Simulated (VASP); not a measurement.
# Rb (P6/mmm) in VASP: notebook, part 2 of 2

VASP 6.6.1. Earlier steps stand in the parts before.

## (4) Relaxation of shape and atoms at fixed volume, PBE

This run uses another cell than the first one, of 41.22 Å³/atom.

INCAR

```
ALGO = Normal
EDIFF = 1E-6
EDIFFG = -0.005
ENCUT = 600
GGA = PE
IBRION = 2
ISIF = 4
ISMEAR = -1
LASPH = T
LCHARG = F
LREAL = F
LWAVE = F
NELM = 100
NSW = 50
PREC = Accurate
SIGMA = 0.05
```

KPOINTS

```
k-points
0
Gamma
  5 5 7
```

POSCAR

```
Rb
1.0
    6.2055736082      0.0000000000      0.0000000000
   -3.1027868041      5.3741843897      0.0000000000
    0.0000000000      0.0000000000      3.7076322576
Rb
3
Direct
    0.0000000000      0.0000000000      0.0000000000
    0.3333333333      0.6666666667      0.5000000000
    0.6666666667      0.3333333333      0.5000000000
```

Potentials or basis: VASP PAW PBE potentials, release 64 (Rb_sv).

Command:

```console
cat potpaw_PBE.64/Rb_sv/POTCAR > POTCAR
mpirun -np 1 vasp_std > vasp.out
```

OUTCAR:

```text
EDIFF = 1E-6
   EDIFFG = -0.005
   ENCUT = 600
   GGA = PE
   IBRION = 2
   ISIF = 4
   ISMEAR = -1
   LASPH = T
   LREAL = F
   NELM = 100
   NSW = 50
   PREC = Accurate

 ion  position               nearest neighbor table
   1  0.000  0.000  0.000-   2 4.03   3 4.03   2 4.03   3 4.03   2 4.03   2 4.03   3 4.03   3 4.03
                             3 4.03   3 4.03   2 4.03   2 4.03
   2  0.333  0.667  0.500-   3 3.58   3 3.58   3 3.58   1 4.03   1 4.03   1 4.03   1 4.03   1 4.03
                             1 4.03   3 5.16   3 5.16   3 5.16   3 5.16   3 5.16   3 5.16
   3  0.667  0.333  0.500-   2 3.58   2 3.58   2 3.58   1 4.03   1 4.03   1 4.03   1 4.03   1 4.03
                             1 4.03   2 5.16   2 5.16   2 5.16   2 5.16   2 5.16   2 5.16

  LATTYP: Found a hexagonal cell.
 ALAT       =     6.2055736082
 C/A-ratio  =     0.5974680975

  Lattice vectors:

 A1 = (   6.2055736082,   0.0000000000,   0.0000000000)
 A2 = (  -3.1027868041,   5.3741843897,   0.0000000000)
 A3 = (   0.0000000000,   0.0000000000,   3.7076322576)

Analysis of symmetry for initial positions (statically):
=====================================================================
 Subroutine PRICEL returns:
 Original cell was already a primitive cell.

 Routine SETGRP: Setting up the symmetry group for a
 hexagonal supercell.

 Subroutine GETGRP returns: Found 24 space group operations
 (whereof 24 operations were pure point group operations)
 out of a pool of 24 trial point group operations.

The static configuration has the point symmetry D_6h.

Analysis of symmetry for dynamics (positions and initial velocities):
=====================================================================
 Subroutine PRICEL returns:
 Original cell was already a primitive cell.

 Routine SETGRP: Setting up the symmetry group for a
 hexagonal supercell.

 Subroutine GETGRP returns: Found 24 space group operations
 (whereof 24 operations were pure point group operations)
 out of a pool of 24 trial point group operations.

The dynamic configuration has the point symmetry D_6h.

 Subroutine INISYM returns: Found 24 space group operations
 (whereof 24 operations are pure point group operations),
 and found     1 'primitive' translations

----------------------------------------------------------------------------------------

                                     Primitive cell

  volume of cell :     123.6492

  direct lattice vectors                    reciprocal lattice vectors
     6.205573608  0.000000000  0.000000000     0.161145458  0.093037373  0.000000000
    -3.102786804  5.374184390  0.000000000     0.000000000  0.186074747  0.000000000
     0.000000000  0.000000000  3.707632258     0.000000000  0.000000000  0.269713912

  length of vectors
     6.205573608  6.205573608  3.707632258     0.186074747  0.186074747  0.269713912

  position of ions in fractional coordinates (direct lattice)
     0.000000000  0.000000000  0.000000000
     0.333333333  0.666666667  0.500000000
     0.666666667  0.333333333  0.500000000

  ion indices of the primitive-cell ions
   primitive index   ion index
                 1           1
                 2           2
                 3           3

----------------------------------------------------------------------------------------

 KPOINTS: k-points

[... 25 lines left out ...]
  0.200000  0.000000  0.000000      6.000000
  0.400000  0.000000  0.000000      6.000000
  0.200000  0.200000  0.000000      6.000000
  0.400000  0.200000  0.000000      6.000000
  0.000000  0.000000  0.142857      2.000000
[... 12 lines left out ...]
  0.200000  0.200000  0.428571     12.000000
  0.400000  0.200000  0.428571     12.000000
   k-points           NKPTS =     20   k-points in BZ     NKDIM =     20   number of bands    NBANDS=     17
   number of dos      NEDOS =    301   number of ions     NIONS =      3
   total plane-waves  NPLWV =  75000
   dimension x,y,z NGX =    50 NGY =   50 NGZ =   30
   dimension x,y,z NGXF=   100 NGYF=  100 NGZF=   60
   ions per type =               3
   NGX,Y,Z   is equivalent  to a cutoff of  13.39, 13.39, 13.45 a.u.
   NGXF,Y,Z  is equivalent  to a cutoff of  26.79, 26.79, 26.90 a.u.
 SYSTEM =  unknown system
   PREC   = accura    normal or accurate (medium, high low for compatibility)
   ISTART =      0    job   : 0-new  1-cont  2-samecut
   ICHARG =      2    charge: 1-file 2-atom 10-const
   ISPIN  =      1    spin polarized calculation?
   LNONCOLLINEAR =      F non collinear calculations
   LSORBIT =      F    spin-orbit coupling
   LASPH  =      T    aspherical Exc in radial PAW
   ENCUT  =  600.0 eV  44.10 Ry    6.64 a.u.  12.39 12.39  7.41*2*pi/ulx,y,z
   NELM   =    100;   NELMIN=  2; NELMDL= -5     # of ELM steps
   EDIFF  = 0.1E-05   stopping-criterion for ELM
   LREAL  =      F    real-space projection
   EDIFFG = -.5E-02   stopping-criterion for IOM
   NSW    =     50    number of steps for IOM
   IBRION =      2    ionic relax: 0-MD 1-quasi-New 2-CG
   NFREE  =      1    steps in history (QN), initial steepest desc. (CG)
   ISIF   =      4    stress and relaxation
   ISYM   =      2    0-nonsym 1-usesym 2-fastsym
   POTIM  = 0.5000    time-step for ionic-motion
   TEBEG  =    0.0;   TEEND  =   0.0 temperature during run
   PSTRESS=    0.0 pullay stress
   NELECT =      27.0000    total number of electrons
   NUPDOWN=      -1.0000    fix difference up-down
   EMIN   =  10.00;   EMAX   =-10.00  energy-range for DOS
   EFERMI =   0.00;   METHOD = LEGACY
   ISMEAR =    -1;   SIGMA  =   0.05  broadening in eV -4-tet -1-fermi 0-gaus
   EFERMI_NEDOS =   21; number of points for ismear=-14 and -15
   IALGO  =     38    algorithm
   IMIX   =      4    mixing-type and parameters
     AMIX     =   0.40;   BMIX     =  1.00
     AMIX_MAG =   1.60;   BMIX_MAG =  1.00
  volume/ion in A,a.u.               =      41.22       278.14
  Fermi-wavevector in a.u.,A,eV,Ry     =   0.985823  1.862936 13.222787  0.971847
  Thomas-Fermi vector in A             =   2.117159
   LORBIT       =      0    0 simple, 1 ext, 2 COOP (PROOUT), +10 PAW based schemes
   GGA     = PE    functional components
   LHFCALC =     F    Hartree Fock is set to
   AEXX    =    0.0000 exact exchange contribution
   IVDW    =     0    specifies the selected vdW correction
   LEPSILON=     F    determine dielectric tensor
   LRPA    =     F    only Hartree local field effects (RPA)
 conjugate gradient relaxation of ions
 non-spin polarized calculation
  energy-cutoff  :      600.00
  volume of cell :      123.65
 maximum number of plane-waves:      4155
 NGX is ok and might be reduce to    50
   NGX = 25   NGY = 25   NGZ = 15

 number of electron      27.0000000 magnetization

 Free energy of the ion-electron system (eV)
  ---------------------------------------------------
  ext. energy  EPLUGINS =         0.00000000
  ---------------------------------------------------
  free energy    TOTEN  =        -0.50942166 eV

  energy without entropy =       -0.49168608  energy(sigma->0) =       -0.50055387

 E-fermi :   2.7449     XC(G=0):  -7.8241

 val. band max:        2.6640901976   @ k =   0.2000   0.2000   0.0000
 cond. band min:       2.8199755007   @ k =   0.4000   0.0000   0.2857
 fundamental gap:      0.1558853031
 Fermi energy:         2.7448788896

 k-point     1 :       0.0000    0.0000    0.0000
  band No.  band energies     occupation
      1     -26.3868      2.00000
      2     -26.2336      2.00000
      3     -26.1493      2.00000
      4     -10.8529      2.00000
      5     -10.8529      2.00000
      6     -10.5696      2.00000
[... 377 lines left out ...]
      4     -11.0132      2.00000
      5     -10.8691      2.00000
      6     -10.7684      2.00000
[... 9 lines left out ...]
     16       4.0271      0.00000
     17       4.0964      0.00000

------------------------ aborting loop because EDIFF is reached ----------------------------------------

  FORCE on cell =-STRESS in cart. coord.  units (eV):
  Direction    XX          YY          ZZ          XY          YZ          ZX
  --------------------------------------------------------------------------------------
  -------------------------------------------------------------------------------------
  Total        6.7531065      6.7531065      6.7470579      0.0000000     -0.0000000      0.0000000
  in kB       87.5030187     87.5030187     87.4246439      0.0000000     -0.0000000      0.0000000
  external PRESSURE =      87.4768937 kB  Pullay stress =       0.0000000 kB

 VOLUME and BASIS-vectors are now :
 -----------------------------------------------------------------------------
  energy-cutoff  :      600.00
  volume of cell :      123.65
      direct lattice vectors                 reciprocal lattice vectors
     6.205573608  0.000000000  0.000000000     0.161145458  0.093037373  0.000000000
    -3.102786804  5.374184390  0.000000000     0.000000000  0.186074747  0.000000000
     0.000000000  0.000000000  3.707632258     0.000000000  0.000000000  0.269713912

 POSITION                                       TOTAL-FORCE (eV/Angst)
 -----------------------------------------------------------------------------------
      0.00000      0.00000      0.00000        -0.000000      0.000000      0.000000
     -0.00000      3.58279      1.85382         0.000000     -0.000000      0.000000
      3.10279      1.79139      1.85382        -0.000000      0.000000      0.000000
 -----------------------------------------------------------------------------------
    total drift:                                0.000000     -0.000000      0.000000

  FREE ENERGIE OF THE ION-ELECTRON SYSTEM (eV)
  ---------------------------------------------------
  free  energy   TOTEN  =        -0.5094216551 eV

  energy  without entropy=       -0.4916860844  energy(sigma->0) =       -0.50055387

 reached required accuracy - stopping structural energy minimisation
```

CONTCAR:

```text
Rb
   1.00000000000000
     6.2055736081999999    0.0000000000000000    0.0000000000000000
    -3.1027868041000000    5.3741843896999999    0.0000000000000000
     0.0000000000000000    0.0000000000000000    3.7076322575999998
  Rb
     3
Direct
     0.0000000000000000    0.0000000000000000    0.0000000000000000
     0.3333333332999970    0.6666666667000030    0.5000000000000000
     0.6666666667000030    0.3333333332999970    0.5000000000000000

  0.00000000E+00  0.00000000E+00  0.00000000E+00
  0.00000000E+00  0.00000000E+00  0.00000000E+00
  0.00000000E+00  0.00000000E+00  0.00000000E+00
```

Wall time 36 s (1 thread of Intel Xeon 6975P-C (Granite Rapids), shared host); peak memory 0.24 GiB.

Results:

- Free energy: -0.5094 eV
- Pressure after relaxing: 8.7 GPa
- Band gap on the k mesh: zero (an odd number of electrons rules out a gap without spin polarisation)

Final structure:
```
Rb
1.0
     6.20557    0.00000    0.00000
    -3.10279    5.37418    0.00000
     0.00000    0.00000    3.70763
Rb
3
Direct
  0.00000 0.00000 0.00000
  0.33333 0.66667 0.50000
  0.66667 0.33333 0.50000
```

Levels at points of the mesh, in eV from the Fermi level:
| k point | band 11 | band 12 | band 13 | band 14 | band 15 | band 16 |
| --- | --- | --- | --- | --- | --- | --- |
| (0.00, 0.00, 0.00) | -12.70 | -12.66 | -3.00 | 0.67 | 1.57 | 1.57 |

Caveat: the relaxation stopped at its first step, so nothing moved.
